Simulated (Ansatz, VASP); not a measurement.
# NbH2 in VASP and in Ansatz

The input INCAR:

```
SYSTEM = NbH2
PREC = Accurate
ENCUT = 400
EDIFF = 1E-8
ISMEAR = -1
SIGMA = 0.03
LREAL = .FALSE.
LASPH = .TRUE.
NELM = 120
ALGO = Normal
ISIF = 2
LWAVE = .FALSE.
LCHARG = .FALSE.
GGA = CA
LEFG = .TRUE.
NBANDS = 14
GGA_COMPAT = .FALSE.
```

KPOINTS

```
Automatic mesh
0
G
  15 15 15
  0 0 0
```

POSCAR

```
NbH2
1.0
    0.0000000000      2.2586850000      2.2815000000
    2.2586850000      0.0000000000      2.2815000000
    2.2586850000      2.2586850000      0.0000000000
Nb H
1 2
Direct
    0.0000000000      0.0000000000      0.0000000000
    0.2500000000      0.2500000000      0.2500000000
    0.7500000000      0.7500000000      0.7500000000
```

Input for Ansatz:

```yaml
crystal:
  lattice:
    - [0.0, 2.258685, 2.2815]
    - [2.258685, 0.0, 2.2815]
    - [2.258685, 2.258685, 0.0]
  atoms:
    - { symbol: Nb, position: [0.0, 0.0, 0.0] }
    - { symbol: H, position: [0.25, 0.25, 0.25] }
    - { symbol: H, position: [0.75, 0.75, 0.75] }
kpoints:
  mp_grid: { grid: [15, 15, 15] }
scf:
  occupations: { method: fermi_dirac, width: 0.03 }
hamiltonian:
  xc: lda
  pseudopotentials: { kind: paw }
output:
  forces: true
  stress: true
  eigenvalues: true
  efg: { contact_densities: true }
  write_density: true
  write_potential: true
  elf: true
  volumetric_format: npy
```

Change from the starting cell: equal xx and yy strain of -1 %, PAW files.

Alike in both runs: task electric field gradients; functional LDA; k mesh 15 × 15 × 15; occupations fermi-dirac, width 0.03 eV; no spin polarisation.

|  | VASP | Ansatz |
| --- | --- | --- |
| version | VASP 6.6.1 | Ansatz 0.2.0 |
| potentials or method | VASP PAW LDA potentials, release 64 (Nb_sv, H) | PAW with Ansatz's default frozen-core files, scalar-relativistic |
| plane-wave cutoff (eV) | 400 | 420 |
| valence electrons in the cell | 15 | 15 |

Ansatz gave:

- size of Vzz on the site where it differs most (V/Å²): 0.9

What did VASP give for the same quantities?

Size of Vzz on the site where it differs most (V/Å²): 0.8.

LDA's correlation is that of Perdew and Zunger in VASP and of Perdew and Wang (1992) in Ansatz.
